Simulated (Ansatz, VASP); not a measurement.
One calculation of BeSe3, two programs

```xyz
8
Lattice="5.2204 0.0000 0.0000 0.0000 5.2204 0.0000 0.0000 0.0000 7.6112" Properties=species:S:1:pos:R:3 pbc="T T T"
Be    0.0000    0.0000    0.0000
Be    2.6102    2.6102    7.6112
Se    1.3766    3.9868    6.3520
Se    3.8438    1.2336    6.3520
Se    1.2336    1.3766    1.2592
Se    3.9868    3.8438    1.2592
Se    2.6102    5.2204    2.6410
Se    0.0000    2.6102    4.9703
```

Alike in both runs: task single point; functional PBE; k mesh 4 × 4 × 2; occupations gaussian, width 0.1 eV; no spin polarisation.

|  | VASP | Ansatz |
| --- | --- | --- |
| version | VASP 6.6.1 | Ansatz 0.2.0 |
| potentials or method | VASP PAW PBE potentials, release 64 (Be, Se), cutoff 520 eV | scalar-relativistic, plane waves, PAW |
| valence electrons in the cell | 40 | 100 |

|  | VASP | Ansatz | Ansatz less VASP |
| --- | --- | --- | --- |
| gap on the k mesh at the Fermi level (eV) | 0.68 | 0.69 | +0.004 |
| least direct gap on the mesh (eV) | 0.68 | 0.69 | +0.004 |
| pressure (GPa) | 0.1 | 0.0 | -0.11 |
| rms of the force components (eV/Å) | 0.008 | 0.003 | -0.0058 |

Atom by atom the forces differ by 0.011 eV/Å (rms over components). VASP's potentials hold 40 valence electrons a cell and Ansatz's 100, so a difference there can come from the potentials and not from the codes.
